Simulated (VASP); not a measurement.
Runs of VASP 6.6.1 on TaN. The structure is that of space group P6/mmm (No. 191), or close to it. The cells are those of the table. 

| cell | gap on the mesh (eV) | pressure (GPa) |
| --- | --- | --- |
| a = 5.049, b = 5.049, c = 2.828 Å, angles 90.0, 90.0, 120.0°, 6 atoms | none | 44.8 |
| a = 5.097, b = 5.097, c = 2.855 Å, angles 90.0, 90.0, 120.0°, 6 atoms | none | 31.7 |
| a = 5.237, b = 5.237, c = 2.934 Å, angles 90.0, 90.0, 120.0°, 6 atoms | none | (a) |
| a = 5.191, b = 5.191, c = 2.908 Å, angles 90.0, 90.0, 120.0°, 6 atoms | none | 10.5 |
| a = 5.282, b = 5.282, c = 2.959 Å, angles 90.0, 90.0, 120.0°, 6 atoms | none | (b) |
| a = 5.144, b = 5.144, c = 2.882 Å, angles 90.0, 90.0, 120.0°, 6 atoms | none | 20.4 |
| a = 5.326, b = 5.326, c = 2.984 Å, angles 90.0, 90.0, 120.0°, 6 atoms | none | -12.1 |

Alike in all rows: task single point; level PBE; potentials or basis VASP PAW PBE potentials, release 64 (Ta_pv, N); no spin polarisation; k mesh 5 × 5 × 8; cutoff (eV) 520; smearing fermi-dirac 0.1 eV.

**Question.** Estimate the missing entries.

**Answer.** (a) 1.9; (b) -5.6.

Caveats: spin-orbit coupling is left out, which moves the levels of the heavy elements; the cell stands under pressure (at least some runs); the cell stands under tension (at least some runs).

A k mesh can miss the band edges, and the runs leave out spin-orbit coupling on Ta.

A gap of «none» marks levels without a gap at the run's occupations.
